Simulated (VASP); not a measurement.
# SrTiO3 (P4mm) in VASP: a series of runs

Runs on SrTiO3. Level: PBE. Tasks: single point.

All numbers are computed with VASP 6.6.1; they aren't measurements. Logs are shortened: lines on timing, memory, paths and dates and some standing lists are left out, and cuts for length are marked.

### 1 The cell of the first run

The structure is tetragonal, space group P4mm (No. 99). The conventional cell has a = 3.936 Å, b = 3.936 Å, c = 3.936 Å, α = 90.00°, β = 90.00°, γ = 90.00°. Within 3.5 Å of Sr (site symmetry 4mm) lie 12 O at 2.62 to 2.95 Å and 8 Ti at 3.34 to 3.48 Å. Ti (site symmetry 4mm) has 5 O at 1.59 to 2.00 Å within 2.1 Å. O (site symmetry 2mm) has 2 Ti at 2.00 Å and 4 Sr at 2.62 to 2.95 Å and 8 O at 2.76 to 2.80 Å within 3.0 Å. Within 2.1 Å of O (site symmetry 4mm) lie 1 Ti at 1.59 Å.

### 2 Single point, PBE (atoms displaced along a vibrational mode)

INCAR

```
SYSTEM = SrTiO3
PREC     = Accurate       ! precision mode
ENCUT    = 520            ! plane-wave cutoff, eV
EDIFF    = 1E-7           ! SCF threshold, eV
ISMEAR   = 0              ! smearing method
SIGMA    = 0.05           ! smearing width, eV
LREAL    = .FALSE.        ! projectors in reciprocal space
LASPH    = .TRUE.         ! aspherical terms in the spheres
NELM     = 100            ! most SCF steps
ALGO     = Normal         ! electronic algorithm
ISIF     = 2              ! what is computed and relaxed
LWAVE    = .FALSE.        ! write WAVECAR
LCHARG   = .FALSE.        ! write CHGCAR
GGA      = PE             ! functional
NBANDS   = 51             ! bands
```

KPOINTS

```
regular mesh
0
G
  6 6 6
  0 0 0
```

POSCAR

```
SrTiO3
1.0
   -3.9364035682      0.0000000000     -3.9364035682
    0.0000000000     -3.9364035682     -3.9364035682
   -3.9364035682     -3.9364035682      0.0000000000
Sr Ti O
2 2 6
Direct
    0.0041022840      0.0041022840     -0.0041022840
    0.5041022840      0.5041022840      0.4958977160
    0.2690695752      0.2690695752      0.2309304248
    0.7690695752      0.7690695752      0.7309304248
   -0.0253116883      0.4746883117      0.0253116883
    0.4746883117     -0.0253116883      0.5253116883
   -0.0253116883      0.4746883117      0.5253116883
    0.4746883117     -0.0253116883      0.0253116883
   -0.0288969355     -0.0288969355      0.5288969355
    0.4711030645      0.4711030645      0.0288969355
```

Potentials or basis: VASP PAW PBE potentials, release 64 (Sr_sv, Ti_sv, O).

The run is started by

```console
$ cat potpaw_PBE.64/Sr_sv/POTCAR potpaw_PBE.64/Ti_sv/POTCAR potpaw_PBE.64/O/POTCAR > POTCAR
$ mpirun -np 1 vasp_std > vasp.out
```

OUTCAR:

```text
SYSTEM = SrTiO3
   PREC = Accurate
   ENCUT = 520
   EDIFF = 1E-7
   ISMEAR = 0
   LREAL = .FALSE.
   LASPH = .TRUE.
   NELM = 100
   ISIF = 2
   GGA = PE

 ion  position               nearest neighbor table
   1  0.004  0.004  0.996-   5 2.62   6 2.62   7 2.62   8 2.62   9 2.80   9 2.80  10 2.80  10 2.80
                             7 2.95   6 2.95   8 2.95   5 2.95   3 3.34   3 3.34   4 3.34   4 3.34
   2  0.504  0.504  0.496-   5 2.62   6 2.62   7 2.62   8 2.62  10 2.80  10 2.80   9 2.80   9 2.80
                             8 2.95   5 2.95   7 2.95   6 2.95   4 3.34   4 3.34   3 3.34   3 3.34
   3  0.269  0.269  0.231-  10 1.59   6 2.00   7 2.00   8 2.00   5 2.00   9 2.35   1 3.34   1 3.34
                             2 3.34   2 3.34   1 3.48   1 3.48   2 3.48   2 3.48
   4  0.769  0.769  0.731-   9 1.59   6 2.00   7 2.00   8 2.00   5 2.00  10 2.35   2 3.34   2 3.34
                             1 3.34   1 3.34   2 3.48   2 3.48   1 3.48   1 3.48
   5  0.975  0.475  0.025-   3 2.00   4 2.00   1 2.62   2 2.62   2 2.95   1 2.95
   6  0.475  0.975  0.525-   3 2.00   4 2.00   1 2.62   2 2.62   1 2.95   2 2.95
   7  0.975  0.475  0.525-   3 2.00   4 2.00   1 2.62   2 2.62   2 2.95   1 2.95
   8  0.475  0.975  0.025-   3 2.00   4 2.00   1 2.62   2 2.62   1 2.95   2 2.95
   9  0.971  0.971  0.529-   4 1.59   3 2.35   1 2.80   2 2.80   2 2.80   1 2.80
  10  0.471  0.471  0.029-   3 1.59   4 2.35   2 2.80   1 2.80   1 2.80   2 2.80

  LATTYP: Found a face centered cubic cell.
 ALAT       =     7.8728071364

  Lattice vectors:

 A1 = (  -3.9364035682,   0.0000000000,  -3.9364035682)
 A2 = (   0.0000000000,  -3.9364035682,  -3.9364035682)
 A3 = (  -3.9364035682,  -3.9364035682,   0.0000000000)

Analysis of symmetry for initial positions (statically):
=====================================================================
 Subroutine PRICEL returns following result:

  LATTYP: Found a simple cubic cell.
 ALAT       =     3.9364035682

  Lattice vectors:

 A1 = (   0.0000000000,   3.9364035682,   0.0000000000)
 A2 = (   0.0000000000,   0.0000000000,  -3.9364035682)
 A3 = (  -3.9364035682,   0.0000000000,   0.0000000000)

   2 primitive cells build up your supercell.

 Routine SETGRP: Setting up the symmetry group for a
 face centered cubic supercell.

 Subroutine GETGRP returns: Found  8 space group operations
 (whereof  8 operations were pure point group operations)
 out of a pool of 48 trial point group operations.

The static configuration has the point symmetry C_4v.

Analysis of symmetry for dynamics (positions and initial velocities):
=====================================================================
 Subroutine PRICEL returns following result:

  LATTYP: Found a simple cubic cell.
 ALAT       =     3.9364035682

  Lattice vectors:

 A1 = (   0.0000000000,   3.9364035682,   0.0000000000)
 A2 = (   0.0000000000,   0.0000000000,  -3.9364035682)
 A3 = (  -3.9364035682,   0.0000000000,   0.0000000000)

   2 primitive cells build up your supercell.

 Routine SETGRP: Setting up the symmetry group for a
 face centered cubic supercell.

 Subroutine GETGRP returns: Found  8 space group operations
 (whereof  8 operations were pure point group operations)
 out of a pool of 48 trial point group operations.

The dynamic configuration has the point symmetry C_4v.

 Subroutine INISYM returns: Found  8 space group operations
 (whereof  8 operations are pure point group operations),
 and found     2 'primitive' translations

----------------------------------------------------------------------------------------

                                     Primitive cell

  volume of cell :      60.9956

  direct lattice vectors                    reciprocal lattice vectors
     0.000000000  3.936403568  0.000000000     0.000000000  0.254038993  0.000000000
     0.000000000  0.000000000 -3.936403568     0.000000000  0.000000000 -0.254038993
    -3.936403568  0.000000000  0.000000000    -0.254038993  0.000000000  0.000000000

  length of vectors
     3.936403568  3.936403568  3.936403568     0.254038993  0.254038993  0.254038993

  position of ions in fractional coordinates (direct lattice)
     1.000000000  0.008204568  0.000000000
     0.500000000  0.538139150  0.500000000
     0.500000000  0.449376623  0.000000000
     1.000000000  0.449376623  0.500000000
     0.500000000  0.942206129  0.500000000

  ion indices of the primitive-cell ions
   primitive index   ion index
                 1           1
                 2           4
                 3           5
                 4           8
                 5           9

----------------------------------------------------------------------------------------

 KPOINTS: regular mesh

Automatic generation of k-mesh.
 Grid dimensions read from file:
 generate k-points for:    6    6    6

 Generating k-lattice:

  Cartesian coordinates                     Fractional coordinates (reciprocal lattice)
    -0.021169916  0.021169916 -0.021169916     0.166666667  0.000000000  0.000000000
     0.021169916 -0.021169916 -0.021169916     0.000000000  0.166666667  0.000000000
    -0.021169916 -0.021169916  0.021169916     0.000000000  0.000000000  0.166666667

  Length of vectors
     0.036667370  0.036667370  0.036667370

  Shift w.r.t. Gamma in fractional coordinates (k-lattice)
     0.000000000  0.000000000  0.000000000

 Subroutine IBZKPT returns following result:
 ===========================================

 Found     30 irreducible k-points:

 Following reciprocal coordinates:
            Coordinates               Weight
  0.000000  0.000000  0.000000      1.000000
  0.166667  0.000000  0.000000      8.000000
  0.333333  0.000000  0.000000      8.000000
  0.500000  0.000000  0.000000      4.000000
  0.166667  0.166667  0.000000      2.000000
  0.000000  0.166667  0.166667      4.000000
[... 16 lines left out ...]
  0.500000  0.333333  0.166667      8.000000
  0.166667  0.500000  0.333333      8.000000
 [... further k-points ...]
   k-points           NKPTS =     30   k-points in BZ     NKDIM =     30   number of bands    NBANDS=     51
   number of dos      NEDOS =    301   number of ions     NIONS =     10
   total plane-waves  NPLWV =  74088
   dimension x,y,z NGX =    42 NGY =   42 NGZ =   42
   dimension x,y,z NGXF=    84 NGYF=   84 NGZF=   84
   ions per type =               2   2   6
   NGX,Y,Z   is equivalent  to a cutoff of  12.54, 12.54, 12.54 a.u.
   NGXF,Y,Z  is equivalent  to a cutoff of  25.09, 25.09, 25.09 a.u.
 SYSTEM =  SrTiO3
   PREC   = accura    normal or accurate (medium, high low for compatibility)
   ISTART =      0    job   : 0-new  1-cont  2-samecut
   ICHARG =      2    charge: 1-file 2-atom 10-const
   ISPIN  =      1    spin polarized calculation?
   LNONCOLLINEAR =      F non collinear calculations
   LSORBIT =      F    spin-orbit coupling
   LASPH  =      T    aspherical Exc in radial PAW
   ENCUT  =  520.0 eV  38.22 Ry    6.18 a.u.  10.35 10.35 10.35*2*pi/ulx,y,z
   NELM   =    100;   NELMIN=  2; NELMDL= -5     # of ELM steps
   EDIFF  = 0.1E-06   stopping-criterion for ELM
   LREAL  =      F    real-space projection
   EDIFFG = 0.1E-05   stopping-criterion for IOM
   NSW    =      0    number of steps for IOM
   IBRION =     -1    ionic relax: 0-MD 1-quasi-New 2-CG
   NFREE  =      0    steps in history (QN), initial steepest desc. (CG)
   ISIF   =      2    stress and relaxation
   ISYM   =      2    0-nonsym 1-usesym 2-fastsym
   POTIM  = 0.5000    time-step for ionic-motion
   TEBEG  =    0.0;   TEEND  =   0.0 temperature during run
   PSTRESS=    0.0 pullay stress
   NELECT =      80.0000    total number of electrons
   NUPDOWN=      -1.0000    fix difference up-down
   EMIN   =  10.00;   EMAX   =-10.00  energy-range for DOS
   EFERMI =   0.00;   METHOD = LEGACY
   ISMEAR =     0;   SIGMA  =   0.05  broadening in eV -4-tet -1-fermi 0-gaus
   EFERMI_NEDOS =   21; number of points for ismear=-14 and -15
   IALGO  =     38    algorithm
   IMIX   =      4    mixing-type and parameters
     AMIX     =   0.40;   BMIX     =  1.00
     AMIX_MAG =   1.60;   BMIX_MAG =  1.00
  volume/ion in A,a.u.               =      12.20        82.32
  Fermi-wavevector in a.u.,A,eV,Ry     =   1.422313  2.687782 27.524240  2.022975
  Thomas-Fermi vector in A             =   2.543030
   LORBIT       =      0    0 simple, 1 ext, 2 COOP (PROOUT), +10 PAW based schemes
   GGA     = PE    functional components
   LHFCALC =     F    Hartree Fock is set to
   AEXX    =    0.0000 exact exchange contribution
   IVDW    =     0    specifies the selected vdW correction
   LEPSILON=     F    determine dielectric tensor
   LRPA    =     F    only Hartree local field effects (RPA)
 non-spin polarized calculation
 Gauss-broadening in eV      SIGMA  =   0.05
  energy-cutoff  :      520.00
  volume of cell :      121.99
 maximum number of plane-waves:      3306
 NGX is ok and might be reduce to    42
   NGX = 21   NGY = 21   NGZ = 21

 number of electron      80.0000005 magnetization

 Free energy of the ion-electron system (eV)
  ---------------------------------------------------
  ext. energy  EPLUGINS =         0.00000000
  ---------------------------------------------------
  free energy    TOTEN  =       -78.79418371 eV

  energy without entropy =      -78.79418371  energy(sigma->0) =      -78.79418371

 E-fermi :   4.5494     XC(G=0): -11.0951

 val. band max:        4.1900967870   @ k =   0.0000   0.0000   0.0000
 cond. band min:       6.2940323983   @ k =   0.0000   0.0000   0.0000
 fundamental gap:      2.1039356113
 Fermi energy:         4.5493820417

 k-point     1 :       0.0000    0.0000    0.0000
  band No.  band energies     occupation
      1     -51.9577      2.00000
      2     -51.9535      2.00000
      3     -28.9435      2.00000
      4     -28.8809      2.00000
      5     -28.8566      2.00000
      6     -28.7896      2.00000
[... 43 lines left out ...]
     50       9.6083      0.00000
     51      10.2832      0.00000
[... 1240 lines left out ...]
     50      10.8547      0.00000
     51      11.1200      0.00000

 [... further k-points ...]

------------------------ aborting loop because EDIFF is reached ----------------------------------------

  FORCE on cell =-STRESS in cart. coord.  units (eV):
  Direction    XX          YY          ZZ          XY          YZ          ZX
  --------------------------------------------------------------------------------------
  -------------------------------------------------------------------------------------
  Total        1.5758706      1.5758706     25.0811501      0.0000000      0.0000000      0.0000000
  in kB       20.6967566     20.6967566    329.4042386      0.0000000      0.0000000      0.0000000
  external PRESSURE =     123.5992506 kB  Pullay stress =       0.0000000 kB

 VOLUME and BASIS-vectors are now :
 -----------------------------------------------------------------------------
  energy-cutoff  :      520.00
  volume of cell :      121.99
      direct lattice vectors                 reciprocal lattice vectors
    -3.936403568  0.000000000 -3.936403568    -0.127019497  0.127019497 -0.127019497
     0.000000000 -3.936403568 -3.936403568     0.127019497 -0.127019497 -0.127019497
    -3.936403568 -3.936403568  0.000000000    -0.127019497 -0.127019497  0.127019497

 POSITION                                       TOTAL-FORCE (eV/Angst)
 -----------------------------------------------------------------------------------
     -3.93640     -3.93640     -0.03230         0.000000      0.000000     -0.349574
     -3.93640     -3.93640     -3.96870         0.000000      0.000000     -0.349574
     -1.96820     -1.96820     -2.11833         0.000000      0.000000      7.804573
     -5.90461     -5.90461     -6.05474         0.000000      0.000000      7.804573
     -3.93640     -1.96820     -5.70533         0.000000      0.000000     -0.365208
     -3.93640     -5.90461     -5.70533         0.000000      0.000000     -0.365208
     -5.90461     -3.93640     -5.70533         0.000000      0.000000     -0.365208
     -1.96820     -3.93640     -5.70533         0.000000      0.000000     -0.365208
     -5.90461     -5.90461     -7.64531         0.000000      0.000000     -6.724582
     -1.96820     -1.96820     -3.70890         0.000000      0.000000     -6.724582
 -----------------------------------------------------------------------------------
    total drift:                               -0.000001     -0.000001     -0.000968

  FREE ENERGIE OF THE ION-ELECTRON SYSTEM (eV)
  ---------------------------------------------------
  free  energy   TOTEN  =       -78.7941837071 eV

  energy  without entropy=      -78.7941837071  energy(sigma->0) =      -78.79418371
```

It took 3.4 min on 1 thread of Intel Xeon Platinum 8488C (Sapphire Rapids), shared host; peak memory 0.35 GiB.

What came out:

| Property | Result |
| --- | --- |
| Free energy | -78.7942 eV |
| Pressure | 12.4 GPa |
| Largest force | 7.805 eV/Å |
| Band gap on the k mesh | 2.10 eV |

Forces in eV/Å, atoms in the order of the input:
```
Sr   0.000  0.000 -0.350
Sr   0.000  0.000 -0.350
Ti   0.000  0.000  7.805
Ti   0.000  0.000  7.805
O    0.000  0.000 -0.365
O    0.000  0.000 -0.365
O    0.000  0.000 -0.365
O    0.000  0.000 -0.365
O    0.000  0.000 -6.725
O    0.000  0.000 -6.725
```

Caveat: the cell differs from its parent crystal (atoms displaced along a vibrational mode); the cell stands under pressure; forces of over 1 eV/Å act on the atoms, so gaps and moduli don't describe the material at rest. A k mesh can miss the band edges.

### 3 Single point, PBE (atoms displaced along a vibrational mode)

INCAR

```
PREC = Accurate ; ENCUT = 520
EDIFF = 1E-6 ; ISMEAR = 0
SIGMA = 0.05 ; LREAL = False
LASPH = True ; NELM = 100
ALGO = Normal ; ISIF = 2
LWAVE = False ; LCHARG = False
GGA = PE ; NBANDS = 51
```

KPOINTS

```
regular mesh
0
Gamma
  6 6 6
```

POSCAR

```
SrTiO3
1.0
   -3.9364035682      0.0000000000     -3.9364035682
    0.0000000000     -3.9364035682     -3.9364035682
   -3.9364035682     -3.9364035682      0.0000000000
Sr Ti O
2 2 6
Direct
    0.0029302028      0.0029302028     -0.0029302028
    0.5029302028      0.5029302028      0.4970697972
    0.2636211251      0.2636211251      0.2363788749
    0.7636211251      0.7636211251      0.7363788749
   -0.0180797774      0.4819202226      0.0180797774
    0.4819202226     -0.0180797774      0.5180797774
   -0.0180797774      0.4819202226      0.5180797774
    0.4819202226     -0.0180797774      0.0180797774
   -0.0206406682     -0.0206406682      0.5206406682
    0.4793593318      0.4793593318      0.0206406682
```

Potentials or basis: VASP PAW PBE potentials, release 64 (Sr_sv, Ti_sv, O).

The run is started by

```console
$ cat potpaw_PBE.64/Sr_sv/POTCAR potpaw_PBE.64/Ti_sv/POTCAR potpaw_PBE.64/O/POTCAR > POTCAR
$ mpirun -np 1 vasp_std > vasp.out
```

Wall time 3.3 min (1 thread of Intel Xeon Platinum 8488C (Sapphire Rapids), shared host); peak memory 0.35 GiB.

It converged, with:

- Free energy: -79.8494 eV
- Pressure: 6.0 GPa
- Largest force: 2.943 eV/Å
- Band gap on the k mesh: 1.98 eV

Forces in eV/Å, atoms in the order of the input:
```
Sr   0.000  0.000 -0.204
Sr   0.000  0.000 -0.204
Ti   0.000  0.000  2.943
Ti   0.000  0.000  2.943
O    0.000  0.000 -0.122
O    0.000  0.000 -0.122
O    0.000  0.000 -0.122
O    0.000  0.000 -0.122
O    0.000  0.000 -2.494
O    0.000  0.000 -2.494
```

Stress tensor (GPa, compression positive):
```
 1.30  0.00  0.00
 0.00  1.30  0.00
 0.00  0.00 15.26
```

Levels at points of the mesh, in eV from the valence-band top:
```tsv
k point	band 38	band 39	band 40	band 41	band 42	band 43
(0.00, 0.00, 0.00)	-0.36	-0.36	0.00	1.98	2.96	2.96
(0.50, 0.00, 0.00)	-1.12	-0.72	-0.72	3.33	3.33	3.61
(0.50, 0.50, 0.00)	-0.72	-0.72	-0.09	2.16	3.92	3.92
(0.00, 0.50, 0.50)	-1.53	-1.33	-0.45	3.07	3.67	3.74
```

Caveat: the cell differs from its parent crystal (atoms displaced along a vibrational mode); the cell stands under pressure; forces of over 1 eV/Å act on the atoms, so gaps and moduli don't describe the material at rest. A k mesh can miss the band edges.
